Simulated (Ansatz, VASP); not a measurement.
K2NbO3: VASP beside Ansatz

```
K Nb O
1.0
     4.04092    0.00000    0.00000
    -2.02046    3.49954    0.00000
     0.00000    0.00000    7.97688
K Nb O
2 1 3
Direct
  0.33333 0.66667 0.75201
  0.33333 0.66667 0.24799
  0.66667 0.33333 0.50000
  0.66667 0.33333 0.00000
  0.00000 0.00000 0.50000
  0.00000 0.00000 0.00000
```

Change from the starting cell: species swapped into the Ce2CuSi3 type (P-6m2, No. 187).

Alike in both runs: task single point; functional PBE; k mesh 6 × 6 × 2; occupations gaussian, width 0.1 eV; no spin polarisation.

```csv
,VASP,Ansatz
version,VASP 6.6.1,Ansatz 0.2.0
potentials or method,"VASP PAW PBE potentials, release 64 (K_sv, Nb_sv, O), cutoff 520 eV","scalar-relativistic, plane waves, PAW"
valence electrons in the cell,49,49
```

```csv
,VASP,Ansatz,Ansatz less VASP
gap on the k mesh at the Fermi level (eV),none,none,-
pressure (GPa),-6.9,-6.9,0.00
"traceless stress, the component that is largest in VASP (GPa)",9.42,9.39,-0.025
rms of the force components (eV/Å),0.931,0.928,-0.0031
```

Atom by atom the forces differ by 0.003 eV/Å (rms over components). A gap of «none» marks a metal or a gap that the smearing closes.

The k mesh is coarse, so the values compare programs but aren't converged.
